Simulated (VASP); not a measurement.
Set up this calculation in VASP 6.6.1, as the native input.

```yaml
Task: single point
Functional: PBE
Potentials_or_basis: VASP PAW PBE potentials, release 64 (Ti_sv)
Cutoff: 520 eV
k_mesh: 20 × 20 × 20
Occupations: gaussian, width 0.15 eV
Spin: no spin polarisation
Dipole_correction: no
Further_INCAR_settings: ALGO = Fast; EDIFF = 1e-06; NBANDS = 12
```

The structure of Ti lies in POSCAR:

```
Ti
1.0
    0.0000000000      2.4615432729      1.5488030273
    2.4615432729      0.0000000000      1.5488030273
    2.4615432729      2.4615432729      0.0000000000
Ti
1
Direct
    0.0000000000      0.0000000000      0.0000000000
```

One way to write it, as run:

INCAR

```
SYSTEM = Ti
PREC = Accurate
ENCUT = 520
EDIFF = 1E-6
ISMEAR = 0
SIGMA = 0.15
LREAL = .FALSE.
LASPH = .TRUE.
NELM = 80
ALGO = Fast
ISIF = 2
LWAVE = .FALSE.
LCHARG = .TRUE.
GGA = PE
LELF = .TRUE.
LVHAR = .TRUE.
NBANDS = 12
```

KPOINTS

```
Automatic mesh
0
G
  20 20 20
  0 0 0
```

Potentials or basis: VASP PAW PBE potentials, release 64 (Ti_sv).

Run with:

```sh
$ cat potpaw_PBE.64/Ti_sv/POTCAR > POTCAR
$ mpirun -np 1 vasp_std > vasp.out
```

It gave:

```yaml
Pressure: -7.8 GPa
Band_gap_on_the_k_mesh: zero (bands 6 and 7 overlap by 1.36 eV)
```

Caveat: the cell stands under tension.

It took 2.6 min on 1 thread of AMD EPYC 9R45 96-Core Processor (Zen 5), with other jobs on the host, peak memory 0.23 GiB.
